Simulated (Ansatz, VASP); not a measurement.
Two plane-wave programs on TaN

File INCAR:

```
  PREC = Accurate
  ENCUT = 520
  EDIFF = 1E-7
  ISMEAR = 0
  SIGMA = 0.15
  LREAL = F
  LASPH = T
  NELM = 80
  ALGO = Normal
  ISIF = 2
  LWAVE = F
  LCHARG = T
  GGA = PS
  LELF = T
  LVHAR = T
  NBANDS = 15
```

Contents of KPOINTS:

```
regular mesh
0
Gamma
  18 18 16
```

Contents of POSCAR:

```
TaN
1.0
    3.0261388242      0.0000000000      0.0000000000
   -1.5130694121      2.4680501983      0.0000000000
    0.0000000000      0.0000000000      2.8830000000
Ta N
1 1
Direct
    0.3333333333      0.6666666667      0.5000000000
    0.0000000000      0.0000000000      0.0000000000
```

Input for Ansatz:

```yaml
crystal:
  lattice:
    - [3.0261388242, 0.0, 0.0]
    - [-1.5130694121, 2.4680501983, 0.0]
    - [0.0, 0.0, 2.883]
  atoms:
    - { symbol: Ta, position: [0.3333333333, 0.6666666667, 0.5] }
    - { symbol: "N", position: [0.0, 0.0, 0.0] }
basis:
  ecutwfc: 420
kpoints:
  mp_grid: { grid: [18, 18, 16] }
hamiltonian:
  xc: pbesol
scf:
  occupations: { method: gaussian, width: 0.15 }
output:
  forces: true
  stress: true
  eigenvalues: true
```

Change from the starting cell: strain +0.0300 x Voigt [1, -1, 0, 0, 0, 0], atoms carried along.

Alike in both runs: task single point; functional PBEsol; k mesh 18 × 18 × 16; occupations gaussian, width 0.15 eV; no spin polarisation.

|  | VASP | Ansatz |
| --- | --- | --- |
| version | VASP 6.6.1 | Ansatz 0.2.0 |
| potentials or method | VASP PAW PBE potentials, release 64 (Ta_pv, N), cutoff 520 eV | scalar-relativistic, plane waves, PAW |
| valence electrons in the cell | 16 | 18 |

|  | VASP | Ansatz | Ansatz less VASP |
| --- | --- | --- | --- |
| gap on the k mesh at the Fermi level (eV) | none | none | - |
| pressure (GPa) | -3.1 | -3.9 | -0.79 |
| traceless stress, the component that is largest in VASP (GPa) | 13.74 | 13.78 | +0.037 |
| rms of the force components (eV/Å) | 0.083 | 0.078 | -0.0047 |

VASP's potentials were made for PBE, not for PBEsol. Atom by atom the forces differ by 0.005 eV/Å (rms over components). A gap of «none» marks a metal or a gap that the smearing closes. VASP's potentials hold 16 valence electrons a cell and Ansatz's 18, so a difference there can come from the potentials and not from the codes.

Neither program's run includes spin-orbit coupling.
